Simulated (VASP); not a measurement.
# Fe2Rh (Fd-3m) in VASP: a series of runs

Runs on Fe2Rh. Level: r2SCAN. Tasks: single point.

Program: VASP 6.6.1. These are calculated values, not measurements. Logs are shortened: lines on timing, memory, paths and dates and some standing lists are left out, and cuts for length are marked.

### 1 The cell of the first run

Symmetry: Fd-3m, No. 227, cubic system. The conventional cell has a = 6.752 Å, b = 6.752 Å, c = 6.752 Å, α = 90.00°, β = 90.00°, γ = 90.00°. Fe (site symmetry -3m) has 6 Fe at 2.39 Å and 6 Rh at 2.80 Å within 3.2 Å. Rh (site symmetry -43m) has 12 Fe at 2.80 Å and 4 Rh at 2.92 Å within 3.7 Å.

### 2 Single point, r2SCAN, collinear spin, ferromagnetic start

POSCAR

```
Fe2Rh
1.0
    0.0000000000      3.3758225190      3.3758225190
    3.3758225190      0.0000000000      3.3758225190
    3.3758225190      3.3758225190      0.0000000000
Fe Rh
4 2
Direct
    0.6250000000      0.6250000000      0.6250000000
    0.1250000000      0.6250000000      0.6250000000
    0.6250000000      0.6250000000      0.1250000000
    0.6250000000      0.1250000000      0.6250000000
    0.0000000000      0.0000000000      0.0000000000
    0.2500000000      0.2500000000      0.2500000000
```

INCAR.step1

```
ALGO = Normal
EDIFF = 1E-4
ENCUT = 520
GGA = PE
ISMEAR = 0
ISPIN = 2
LASPH = True
LCHARG = False
LMAXMIX = 4
LREAL = False
LWAVE = True
MAGMOM = 3.08 3.08 3.08 3.08 0.93 0.93
NBANDS = 44
NELM = 150
PREC = Accurate
SIGMA = 0.1
```

INCAR.step2

```
ALGO = Normal
EDIFF = 1E-6
ENCUT = 520
ISIF = 2
ISMEAR = 0
ISPIN = 2
ISTART = 1
LASPH = True
LCHARG = True
LELF = True
LMAXMIX = 4
LMIXTAU = True
LORBIT = 11
LREAL = False
LVHAR = True
LWAVE = False
MAGMOM = 3.08 3.08 3.08 3.08 0.93 0.93
METAGGA = R2SCAN
NBANDS = 44
NELM = 150
PREC = Accurate
SIGMA = 0.1
```

KPOINTS

```
k-points
0
Gamma
  4 4 4
```

Potentials or basis: VASP PAW PBE potentials, release 64 (Fe, Rh_pv).

On the command line:

```console
$ cat potpaw_PBE.64/Fe/POTCAR potpaw_PBE.64/Rh_pv/POTCAR > POTCAR
$ cp INCAR.step1 INCAR
$ mpirun -np 1 vasp_std > vasp.out
$ cp INCAR.step2 INCAR
$ mpirun -np 1 vasp_std > vasp.out
```

OUTCAR:

```text
EDIFF = 1E-6
   ENCUT = 520
   ISIF = 2
   ISMEAR = 0
   ISPIN = 2
   ISTART = 1
   LASPH = True
   LORBIT = 11
   LREAL = False
   METAGGA = R2SCAN
   NELM = 150
   PREC = Accurate

 ion  position               nearest neighbor table
   1  0.625  0.625  0.625-   2 2.39   3 2.39   4 2.39   3 2.39   4 2.39   2 2.39   6 2.80   5 2.80
                             6 2.80   5 2.80   6 2.80   5 2.80
   2  0.125  0.625  0.625-   1 2.39   3 2.39   4 2.39   1 2.39   3 2.39   4 2.39   5 2.80   6 2.80
                             5 2.80   5 2.80   6 2.80   6 2.80
   3  0.625  0.625  0.125-   1 2.39   1 2.39   2 2.39   4 2.39   4 2.39   2 2.39   6 2.80   5 2.80
                             6 2.80   5 2.80   6 2.80   5 2.80
   4  0.625  0.125  0.625-   1 2.39   3 2.39   1 2.39   2 2.39   3 2.39   2 2.39   5 2.80   6 2.80
                             5 2.80   6 2.80   6 2.80   5 2.80
   5  0.000  0.000  0.000-   1 2.80   3 2.80   4 2.80   1 2.80   2 2.80   3 2.80   1 2.80   2 2.80
                             4 2.80   2 2.80   3 2.80   4 2.80   6 2.92   6 2.92   6 2.92   6 2.92
   6  0.250  0.250  0.250-   2 2.80   3 2.80   4 2.80   1 2.80   2 2.80   4 2.80   1 2.80   2 2.80
                             3 2.80   1 2.80   3 2.80   4 2.80   5 2.92   5 2.92   5 2.92   5 2.92

  LATTYP: Found a face centered cubic cell.
 ALAT       =     6.7516450380

  Lattice vectors:

 A1 = (   0.0000000000,   3.3758225190,   3.3758225190)
 A2 = (   3.3758225190,   0.0000000000,   3.3758225190)
 A3 = (   3.3758225190,   3.3758225190,   0.0000000000)

Analysis of symmetry for initial positions (statically):
=====================================================================
 Subroutine PRICEL returns:
 Original cell was already a primitive cell.

 Routine SETGRP: Setting up the symmetry group for a
 face centered cubic supercell.

 Subroutine GETGRP returns: Found 48 space group operations
 (whereof 24 operations were pure point group operations)
 out of a pool of 48 trial point group operations.

The static configuration has the point symmetry T_d .
 The point group associated with its full space group is O_h .

Analysis of symmetry for dynamics (positions and initial velocities):
=====================================================================
 Subroutine PRICEL returns:
 Original cell was already a primitive cell.

 Routine SETGRP: Setting up the symmetry group for a
 face centered cubic supercell.

 Subroutine GETGRP returns: Found 48 space group operations
 (whereof 24 operations were pure point group operations)
 out of a pool of 48 trial point group operations.

The dynamic configuration has the point symmetry T_d .
 The point group associated with its full space group is O_h .

Analysis of structural, dynamic, and magnetic symmetry:
=====================================================================
 Subroutine PRICEL returns:
 Original cell was already a primitive cell.

 Routine SETGRP: Setting up the symmetry group for a
 face centered cubic supercell.

 Subroutine GETGRP returns: Found 48 space group operations
 (whereof 24 operations were pure point group operations)
 out of a pool of 48 trial point group operations.

The overall configuration has the point symmetry T_d .
 The point group associated with its full space group is O_h .

 Subroutine INISYM returns: Found 48 space group operations
 (whereof 24 operations are pure point group operations),
 and found     1 'primitive' translations

----------------------------------------------------------------------------------------

                                     Primitive cell

  volume of cell :      76.9429

  direct lattice vectors                    reciprocal lattice vectors
     0.000000000  3.375822519  3.375822519    -0.148112052  0.148112052  0.148112052
     3.375822519  0.000000000  3.375822519     0.148112052 -0.148112052  0.148112052
     3.375822519  3.375822519  0.000000000     0.148112052  0.148112052 -0.148112052

  length of vectors
     4.774133991  4.774133991  4.774133991     0.256537599  0.256537599  0.256537599

  position of ions in fractional coordinates (direct lattice)
     0.625000000  0.625000000  0.625000000
     0.125000000  0.625000000  0.625000000
     0.625000000  0.625000000  0.125000000
     0.625000000  0.125000000  0.625000000
     0.000000000  0.000000000  0.000000000
     0.250000000  0.250000000  0.250000000

  ion indices of the primitive-cell ions
   primitive index   ion index
                 1           1
                 2           2
                 3           3
                 4           4
                 5           5
                 6           6

----------------------------------------------------------------------------------------

 KPOINTS: k-points

Automatic generation of k-mesh.
 Grid dimensions read from file:
 generate k-points for:    4    4    4

 Generating k-lattice:

  Cartesian coordinates                     Fractional coordinates (reciprocal lattice)
    -0.037028013  0.037028013  0.037028013     0.250000000  0.000000000  0.000000000
     0.037028013 -0.037028013  0.037028013     0.000000000  0.250000000  0.000000000
     0.037028013  0.037028013 -0.037028013     0.000000000  0.000000000  0.250000000

  Length of vectors
     0.064134400  0.064134400  0.064134400

  Shift w.r.t. Gamma in fractional coordinates (k-lattice)
     0.000000000  0.000000000  0.000000000

 Subroutine IBZKPT returns following result:
 ===========================================

 Found      8 irreducible k-points:

 Following reciprocal coordinates:
            Coordinates               Weight
  0.000000  0.000000  0.000000      1.000000
  0.250000  0.000000  0.000000      8.000000
  0.500000  0.000000  0.000000      4.000000
  0.250000  0.250000  0.000000      6.000000
  0.500000  0.250000  0.000000     24.000000
 -0.250000  0.250000  0.000000     12.000000
  0.500000  0.500000  0.000000      3.000000
 -0.250000  0.500000  0.250000      6.000000
   k-points           NKPTS =      8   k-points in BZ     NKDIM =      8   number of bands    NBANDS=     44
   number of dos      NEDOS =    301   number of ions     NIONS =      6
   total plane-waves  NPLWV =  46656
   dimension x,y,z NGX =    36 NGY =   36 NGZ =   36
   dimension x,y,z NGXF=    72 NGYF=   72 NGZF=   72
   ions per type =               4   2
   NGX,Y,Z   is equivalent  to a cutoff of  12.54, 12.54, 12.54 a.u.
   NGXF,Y,Z  is equivalent  to a cutoff of  25.07, 25.07, 25.07 a.u.
 SYSTEM =  unknown system
   PREC   = accura    normal or accurate (medium, high low for compatibility)
   ISTART =      1    job   : 0-new  1-cont  2-samecut
   ICHARG =      0    charge: 1-file 2-atom 10-const
   ISPIN  =      2    spin polarized calculation?
   LNONCOLLINEAR =      F non collinear calculations
   LSORBIT =      F    spin-orbit coupling
   LASPH  =      T    aspherical Exc in radial PAW
   ENCUT  =  520.0 eV  38.22 Ry    6.18 a.u.   8.88  8.88  8.88*2*pi/ulx,y,z
   NELM   =    150;   NELMIN=  2; NELMDL=  0     # of ELM steps
   EDIFF  = 0.1E-05   stopping-criterion for ELM
   LREAL  =      F    real-space projection
   EDIFFG = 0.1E-04   stopping-criterion for IOM
   NSW    =      0    number of steps for IOM
   IBRION =     -1    ionic relax: 0-MD 1-quasi-New 2-CG
   NFREE  =      0    steps in history (QN), initial steepest desc. (CG)
   ISIF   =      2    stress and relaxation
   ISYM   =      2    0-nonsym 1-usesym 2-fastsym
   POTIM  = 0.5000    time-step for ionic-motion
   TEBEG  =    0.0;   TEEND  =   0.0 temperature during run
   PSTRESS=    0.0 pullay stress
   NELECT =      62.0000    total number of electrons
   NUPDOWN=      -1.0000    fix difference up-down
   EMIN   =  10.00;   EMAX   =-10.00  energy-range for DOS
   EFERMI =   0.00;   METHOD = LEGACY
   ISMEAR =     0;   SIGMA  =   0.10  broadening in eV -4-tet -1-fermi 0-gaus
   EFERMI_NEDOS =   21; number of points for ismear=-14 and -15
   IALGO  =     38    algorithm
   IMIX   =      4    mixing-type and parameters
     AMIX     =   0.40;   BMIX     =  1.00
     AMIX_MAG =   1.60;   BMIX_MAG =  1.00
  volume/ion in A,a.u.               =      12.82        86.54
  Fermi-wavevector in a.u.,A,eV,Ry     =   1.523406  2.878821 31.575955  2.320767
  Thomas-Fermi vector in A             =   2.631854
   LORBIT       =     11    0 simple, 1 ext, 2 COOP (PROOUT), +10 PAW based schemes
   METAGGA = R2SCAN    functional components
   LHFCALC =     F    Hartree Fock is set to
   AEXX    =    0.0000 exact exchange contribution
   IVDW    =     0    specifies the selected vdW correction
   LEPSILON=     F    determine dielectric tensor
   LRPA    =     F    only Hartree local field effects (RPA)
 spin polarized calculation
 Gauss-broadening in eV      SIGMA  =   0.10
  energy-cutoff  :      520.00
  volume of cell :       76.94
 maximum number of plane-waves:      2120
   NGX = 17   NGY = 17   NGZ = 17

 number of electron      61.9999978 magnetization      13.3832845

 Free energy of the ion-electron system (eV)
  ---------------------------------------------------
  ext. energy  EPLUGINS =         0.00000000
  ---------------------------------------------------
  free energy    TOTEN  =      -105.57274672 eV

  energy without entropy =     -105.53182389  energy(sigma->0) =     -105.55228531

 E-fermi :   7.3179     XC(G=0): -14.2554

 val. band max:        7.3140913421   @ k =   0.2500   0.0000   0.0000
 cond. band min:       7.3200756403   @ k =   0.0000   0.0000   0.0000
 fundamental gap:      0.0059842982
 Fermi energy:         7.3179085832

 spin component 1

 k-point     1 :       0.0000    0.0000    0.0000
  band No.  band energies     occupation
      1     -40.6374      1.00000
      2     -40.6374      1.00000
      3     -40.6374      1.00000
      4     -40.5461      1.00000
      5     -40.5461      1.00000
      6     -40.5461      1.00000
[... 35 lines left out ...]
     42      14.8630      0.00000
     43      15.0277      0.00000
[... 280 lines left out ...]
      2     -40.6535      1.00000
      3     -40.5920      1.00000
      4     -40.5920      1.00000
      5     -40.5304      1.00000
      6     -40.5304      1.00000
[... 35 lines left out ...]
     42      12.9632      0.00000
     43      15.6162      0.00000
 Fermi energy:         7.3179085832

 spin component 2

 k-point     1 :       0.0000    0.0000    0.0000
  band No.  band energies     occupation
      1     -39.5148      1.00000
      2     -39.5147      1.00000
      3     -39.5147      1.00000
      4     -39.4187      1.00000
      5     -39.4187      1.00000
      6     -39.4187      1.00000
[... 35 lines left out ...]
     42      16.4996      0.00000
     43      16.4996      0.00000
[... 280 lines left out ...]
      2     -39.5331      1.00000
      3     -39.4670      1.00000
      4     -39.4670      1.00000
      5     -39.4008      1.00000
      6     -39.4008      1.00000
[... 35 lines left out ...]
     42      14.3392      0.00000
     43      16.9464      0.00000
 [bands above 43 left out]

------------------------ aborting loop because EDIFF is reached ----------------------------------------

  FORCE on cell =-STRESS in cart. coord.  units (eV):
  Direction    XX          YY          ZZ          XY          YZ          ZX
  --------------------------------------------------------------------------------------
  -------------------------------------------------------------------------------------
  Total       -0.0249042     -0.0249042     -0.0249042     -0.0000000     -0.0000000     -0.0000000
  in kB       -0.5185774     -0.5185774     -0.5185774     -0.0000000     -0.0000000     -0.0000000
  external PRESSURE =      -0.5185774 kB  Pullay stress =       0.0000000 kB

 VOLUME and BASIS-vectors are now :
 -----------------------------------------------------------------------------
  energy-cutoff  :      520.00
  volume of cell :       76.94
      direct lattice vectors                 reciprocal lattice vectors
     0.000000000  3.375822519  3.375822519    -0.148112052  0.148112052  0.148112052
     3.375822519  0.000000000  3.375822519     0.148112052 -0.148112052  0.148112052
     3.375822519  3.375822519  0.000000000     0.148112052  0.148112052 -0.148112052

 POSITION                                       TOTAL-FORCE (eV/Angst)
 -----------------------------------------------------------------------------------
      4.21978      4.21978      4.21978         0.000000     -0.000000     -0.000000
      4.21978      2.53187      2.53187         0.000000     -0.000000     -0.000000
      2.53187      2.53187      4.21978         0.000000     -0.000000     -0.000000
      2.53187      4.21978      2.53187         0.000000     -0.000000     -0.000000
      0.00000      0.00000      0.00000         0.000000      0.000000      0.000000
      1.68791      1.68791      1.68791        -0.000000     -0.000000     -0.000000
 -----------------------------------------------------------------------------------
    total drift:                                0.000000     -0.000000      0.000000

  FREE ENERGIE OF THE ION-ELECTRON SYSTEM (eV)
  ---------------------------------------------------
  free  energy   TOTEN  =      -105.5727467233 eV

  energy  without entropy=     -105.5318238937  energy(sigma->0) =     -105.55228531

 total charge

# of ion       s       p       d       tot
------------------------------------------
    1        0.503   0.553   6.188   7.245
    2        0.503   0.553   6.188   7.245
    3        0.503   0.553   6.188   7.245
    4        0.503   0.553   6.188   7.245
    5        0.368   6.251   7.057  13.676
    6        0.368   6.251   7.057  13.676
--------------------------------------------------
tot          2.748  14.716  38.868  56.332

 magnetization (x)

# of ion       s       p       d       tot
------------------------------------------
    1       -0.004  -0.060   3.001   2.937
    2       -0.004  -0.060   3.001   2.937
    3       -0.004  -0.060   3.001   2.937
    4       -0.004  -0.060   3.001   2.937
    5       -0.032  -0.057   1.034   0.945
    6       -0.032  -0.057   1.034   0.945
--------------------------------------------------
tot         -0.081  -0.353  14.074  13.639
```

Wall time 4 min (1 thread of Intel Xeon Platinum 8259CL at 2.50GHz (Skylake/Cascade Lake), shared host); peak memory 0.28 GiB.

What came out:

```
Free energy                                           : -105.5727 eV
Pressure                                              : -0.1 GPa
Net moment                                            : 13.38 μB per cell
Site moments                                          : Fe +2.94; Rh +0.94 μB
Valence electrons inside the program's atomic spheres : Fe 7.25; Rh 13.68
```

Caveat: the k points lie up to 0.40 Å⁻¹ apart; the PAW data sets were made with another functional, which shifts forces and pressure a little.

### 3 Single point, r2SCAN, collinear spin, ferromagnetic start

This run uses another cell than the first one, of 11.64 Å³/atom.

POSCAR: that of step 2 with these lines changed.

```diff
@@ -2,5 +2,5 @@
 1.0
-    0.0000000000      3.3758225190      3.3758225190
-    3.3758225190      0.0000000000      3.3758225190
-    3.3758225190      3.3758225190      0.0000000000
+    0.0000000000      3.2681299440      3.2681299440
+    3.2681299440      0.0000000000      3.2681299440
+    3.2681299440      3.2681299440      0.0000000000
 Fe Rh
```

INCAR.step1

```
PREC = Accurate
ENCUT = 520
ISMEAR = 0
SIGMA = 0.1
LREAL = False
LASPH = True
NELM = 150
ISPIN = 2
MAGMOM = 4 4 4 4 0 0
LMAXMIX = 4
NBANDS = 44
GGA = PE
ALGO = Normal
EDIFF = 1E-4
LWAVE = True
LCHARG = False
```

INCAR.step2

```
PREC = Accurate
ENCUT = 520
EDIFF = 1E-6
ISMEAR = 0
SIGMA = 0.1
LREAL = False
LASPH = True
NELM = 150
ALGO = Normal
ISIF = 2
LWAVE = False
LCHARG = False
ISPIN = 2
MAGMOM = 4 4 4 4 0 0
LORBIT = 11
LMAXMIX = 4
METAGGA = R2SCAN
LMIXTAU = True
NBANDS = 44
ISTART = 1
```

KPOINTS

```
Automatic mesh
0
Gamma
  6 6 6
```

Potentials or basis: VASP PAW PBE potentials, release 64 (Fe, Rh_pv).

On the command line:

```console
$ cat potpaw_PBE.64/Fe/POTCAR potpaw_PBE.64/Rh_pv/POTCAR > POTCAR
$ cp INCAR.step1 INCAR
$ mpirun -np 1 vasp_std > vasp.out
$ cp INCAR.step2 INCAR
$ mpirun -np 1 vasp_std > vasp.out
```

It took 7 min on 1 thread of Intel Xeon Platinum 8259CL at 2.50GHz (Skylake/Cascade Lake), shared host; peak memory 0.29 GiB.

The run converged. Its results:

| Quantity | Value |
| --- | --- |
| Free energy | -105.2043 eV |
| Pressure | 22.4 GPa |
| Net moment | 12.56 μB per cell |
| Site moments | Fe +2.76; Rh +0.83 μB |
| Valence electrons inside the program's atomic spheres | Fe 7.48; Rh 13.82 |

Levels at points of the mesh, in eV from the Fermi level:
Spin up:
```csv
k point,band 34,band 35,band 36,band 37,band 38,band 39,band 40,band 41
"(0.00, 0.00, 0.00)",-0.20,-0.11,-0.11,-0.11,1.86,5.14,5.14,5.14
"(0.50, 0.00, 0.00)",-0.45,-0.45,-0.16,-0.16,-0.11,2.96,3.78,3.78
"(0.50, 0.50, 0.00)",-0.78,-0.42,-0.42,-0.25,-0.25,1.96,1.96,4.04
```
Spin down:
```csv
k point,band 21,band 22,band 23,band 24,band 25,band 26,band 27,band 28,band 29,band 30
"(0.00, 0.00, 0.00)",-1.63,-0.15,-0.15,-0.15,0.00,0.00,1.67,2.31,2.31,2.31
"(0.50, 0.00, 0.00)",-1.12,-1.12,-0.44,-0.44,-0.13,0.72,0.72,1.30,1.30,1.52
"(0.50, 0.50, 0.00)",-0.82,-0.82,-0.11,-0.11,0.09,0.09,1.47,1.47,1.64,1.64
```

Caveat: the cell stands under pressure; the PAW data sets were made with another functional, which shifts forces and pressure a little.
